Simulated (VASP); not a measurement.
Write the native input for VASP 6.6.1 that does the following.

```yaml
Task: electric field gradients
Functional: LDA
Potentials_or_basis: VASP PAW LDA potentials, release 64 (Nb_sv, N)
Cutoff: 520 eV
k_mesh: 13 × 13 × 13
Occupations: fermi-dirac, width 0.08 eV
Spin: no spin polarisation
Dipole_correction: no
Further_INCAR_settings: ALGO = Normal; EDIFF = 1e-08; NBANDS = 16
```

The structure of NbN lies in POSCAR:

```
NbN
1.0
    0.0000000000      2.1945000000      2.2603350000
    2.1945000000      0.0000000000      2.2603350000
    2.1945000000      2.1945000000      0.0000000000
Nb N
1 1
Direct
    0.5000000000      0.5000000000      0.5000000000
    0.0000000000      0.0000000000      0.0000000000
```

This cell differs from its parent crystal: zz strain of +3 %.

The input as run:

INCAR

```
ALGO = Normal ; EDIFF = 1E-8
ENCUT = 520 ; GGA_COMPAT = False
ISIF = 2 ; ISMEAR = -1
LASPH = True ; LCHARG = False
LEFG = True ; LREAL = False
LWAVE = False ; NBANDS = 16
NELM = 120 ; PREC = Accurate
SIGMA = 0.08
```

KPOINTS

```
k-points
0
Gamma
  13 13 13
```

Potentials or basis: VASP PAW LDA potentials, release 64 (Nb_sv, N).

The run is started by

```bash
$ cat potpaw_LDA.64/Nb_sv/POTCAR potpaw_LDA.64/N/POTCAR > POTCAR
$ mpirun -np 1 vasp_std > vasp.out
```

It gave:

```
Pressure               : -15.7 GPa
Band gap on the k mesh : zero (band 9 reaches 14.63 eV, above the bottom of band 10 at 11.51 eV)
```

Caveat: the cell differs from its parent crystal (zz strain of +3 %); without QUAD_EFG the Cq values of the log hold for a quadrupole moment of 1 mb, not for the nuclei.

It took 47 s on 1 thread of Intel Xeon 6975P-C, with other jobs on the host, peak memory 0.18 GiB.
